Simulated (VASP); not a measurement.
NdP3, 4 atoms in the cell. Symmetry: Pm-3m, No. 221, cubic system. The conventional cell has a = 4.472 Å, b = 4.472 Å, c = 4.472 Å, α = 90.00°, β = 90.00°, γ = 90.00°. Nd (site symmetry m-3m) has 12 P at 3.16 Å within 4.2 Å. P (site symmetry 4/mmm) has 4 Nd at 3.16 Å and 8 P at 3.16 Å within 4.2 Å. The cell was built from a structure type or drawn by symmetry, and may not be a known phase.

| Quantity | Value |
| --- | --- |
| Program | VASP 6.6.1 |
| Task | relaxation of cell and atoms |
| Functional | PBE |
| Potentials or basis | VASP PAW PBE potentials, release 64 (Nd_3, P), 4f in core |
| Cutoff | 500 eV |
| k mesh | 4 × 4 × 4 |
| Occupations | gaussian, width 0.1 eV |
| Spin | no spin polarisation |
| Dipole correction | no |
| Mended | yes |
| Further INCAR settings | ALGO = Normal; EDIFF = 1e-07; IBRION = 2; EDIFFG = -0.04; NSW = 90; ISIF = 3 |

Potentials or basis: VASP PAW PBE potentials, release 64 (Nd_3, P), 4f in core.

Command:

```console
$ cat potpaw_PBE.64/Nd_3/POTCAR potpaw_PBE.64/P/POTCAR > POTCAR
$ mpirun -np 1 vasp_std > vasp.out
```

Hardware: 1 thread of Intel(R) Xeon(R) Platinum 8488C (Sapphire Rapids), with other jobs on the host.

Question: Estimate the wall time of this run.

Answer: Run time: 60 s on 1 thread of Intel(R) Xeon(R) Platinum 8488C (Sapphire Rapids) (shared host), peak memory 0.21 GiB. Counts: scf iterations 36, k points 10, ion steps 3.
